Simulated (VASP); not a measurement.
# HoSiI4: single point with PBE

Crystal: HoSiI4.

```
Ho Si I
1.0
     4.70412    2.71593    3.35012
    -4.70412    2.71593    3.35012
     0.00000   -5.43185    3.35012
Ho Si I
1 1 4
Cartesian
  0.0000 0.0000 3.3323
  0.0000 0.0000 0.5800
  -2.1622 1.2483 4.9773
  0.0000 -2.4967 4.9773
  2.1622 1.2483 4.9773
  0.0000 0.0000 8.1963
```

The cell was built from a structure type or drawn by symmetry, and may not be a known phase.

| Property | Result |
| --- | --- |
| Program | VASP 6.6.1 |
| Task | single point |
| Functional | PBE |
| Potentials or basis | VASP PAW PBE potentials, release 64 (Ho_3, Si, I), 4f in core |
| Cutoff | 500 eV |
| k mesh | 3 × 3 × 3 |
| Occupations | gaussian, width 0.1 eV |
| Spin | no spin polarisation |

| Quantity | Value |
| --- | --- |
| Pressure | -0.2 GPa |
| Largest force | 0.075 eV/Å |
| Band gap on the k mesh | zero (an odd number of electrons rules out a gap without spin polarisation) |

Forces in eV/Å, atoms in the order of the input:
```
Ho   0.000  0.000  0.075
Si   0.000  0.000  0.009
I    0.022 -0.013 -0.033
I    0.000  0.026 -0.033
I   -0.022 -0.013 -0.033
I    0.000  0.000  0.014
```

Stress tensor (GPa, compression positive):
```
-0.23  0.00  0.00
 0.00 -0.23  0.00
 0.00  0.00 -0.10
```

Levels at points of the mesh, in eV from the Fermi level:
```csv
k point,band 17,band 18,band 19,band 20,band 21,band 22,band 23,band 24
"(0.00, 0.00, 0.00)",-2.90,-2.71,-2.71,-2.70,-0.46,-0.46,0.42,0.96
```

It took 44 s on 1 thread of Intel(R) Xeon(R) 6975P-C (Granite Rapids), with other jobs on the host, peak memory 0.33 GiB.

Caveat: spin-orbit coupling is left out, which moves the levels of the heavy elements; the 4f electrons are frozen in the core, so they carry no moment and show no levels; an odd number of electrons without spin polarisation forces a metal; a magnetic or distorted state may lie lower; the run has no spin polarisation, though such a crystal can be magnetic. Spin polarisation is off, so any magnetic state and its effect on volume and gap are missing.
